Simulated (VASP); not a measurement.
# OPb in VASP: a run that goes wrong, beside a sound one

A flawed run on OPb and a sound one for comparison.

Program: VASP 6.6.1. These are calculated values, not measurements. Logs are shortened: lines on timing, memory, paths and dates and some standing lists are left out, and cuts for length are marked.

## (1) The cell of the first run

The cell holds a molecule in a box, 2 atoms: a = 9.000 Å, b = 9.000 Å, c = 11.000 Å, α = 90.00°, β = 90.00°, γ = 90.00°.

## (2) A run with an altered input

File INCAR:

```
ALGO = Normal
EDIFF = 1E-6
EFERMI = MIDGAP
ENCUT = 520
GGA = PE
GGA_COMPAT = False
ISIF = 0
ISMEAR = 0
LASPH = True
LCHARG = False
LREAL = Auto
LWAVE = False
NBANDS = 9
NELM = 95
NELMDL = -8
PREC = Accurate
ROPT = -0.00025 -0.00025
SIGMA = 0.03
```

File KPOINTS:

```
k-points
0
Gamma
  1 1 1
```

File POSCAR:

```
PbO
1.0
    9.0000000000      0.0000000000      0.0000000000
    0.0000000000      9.0000000000      0.0000000000
    0.0000000000      0.0000000000     11.0000000000
O Pb
1 1
Direct
    0.5014444400      0.5023333300      0.4157357700
    0.5014444400      0.5023333300      0.5977187800
```

Potentials or basis: VASP PAW PBE potentials, release 64 (O, Pb_d).

Started as:

```console
> cat potpaw_PBE.64/O/POTCAR potpaw_PBE.64/Pb_d/POTCAR > POTCAR
> mpirun -np 1 vasp_gam > vasp.out
```

OUTCAR:

```text
EDIFF = 1E-6
   EFERMI = MIDGAP
   ENCUT = 520
   GGA = PE
   ISIF = 0
   ISMEAR = 0
   LASPH = True
   LREAL = Auto
   NELM = 95
   NELMDL = -8
   PREC = Accurate

 Found      1 irreducible k-points:

 Following reciprocal coordinates:
            Coordinates               Weight
  0.000000  0.000000  0.000000      1.000000
```

On the terminal:

```text
POSCAR found type information on POSCAR O Pb
 POSCAR found :  2 types and       2 ions
[... 33 lines left out ...]

1
```

stdout:

```text
POSCAR found type information on POSCAR O Pb
 POSCAR found :  2 types and       2 ions
 scaLAPACK will be used
 -----------------------------------------------------------------------------
|                                                                             |
|                                                                             |
[... 25 lines left out ...]
|                                                                             |
|       ---->  I REFUSE TO CONTINUE WITH THIS SICK JOB ... BYE!!! <----       |
|                                                                             |
 -----------------------------------------------------------------------------

1
```

Run time: 0.4 s. Hardware: 1 thread of Intel Xeon Platinum 8259CL at 2.50GHz (Skylake/Cascade Lake), shared host.

The program refused the input. The fault, put in on purpose: too few bands (KPAR = left out).

## (3) Single point, PBE (last atom moved by 0.08 Å along z)

INCAR: that of step 2 with these lines changed.

```diff
@@ -12,4 +12,3 @@
 LWAVE = False
-NBANDS = 9
-NELM = 95
+NELM = 120
 NELMDL = -8
```

KPOINTS is that of step 2.

POSCAR is that of step 2.

Potentials or basis: VASP PAW PBE potentials, release 64 (O, Pb_d).

Started as:

```console
> cat potpaw_PBE.64/O/POTCAR potpaw_PBE.64/Pb_d/POTCAR > POTCAR
> mpirun -np 1 vasp_gam > vasp.out
```

Run time: 86 s. Hardware: 1 thread of Intel Xeon Platinum 8259CL at 2.50GHz (Skylake/Cascade Lake), shared host; peak memory 0.76 GiB.

It converged, with:

| Quantity | Value |
| --- | --- |
| Free energy | -8.1073 eV |
| Largest force | 1.481 eV/Å |
| Gap between the frontier levels | 2.94 eV |

Forces on the atoms (eV/Å):
```
O    0.000  0.000  1.481
Pb   0.000  0.000 -1.481
```

Levels at points of the mesh, in eV from the valence-band top:
| k point | band 7 | band 8 | band 9 | band 10 | band 11 | band 12 | band 13 | band 14 |
| --- | --- | --- | --- | --- | --- | --- | --- | --- |
| (0.00, 0.00, 0.00) | -6.04 | -0.14 | 0.00 | 0.00 | 2.94 | 2.94 | 5.22 | 5.31 |

Caveat: the cell differs from its parent crystal (last atom moved by 0.08 Å along z); spin-orbit coupling is left out, which moves the levels of the heavy elements.
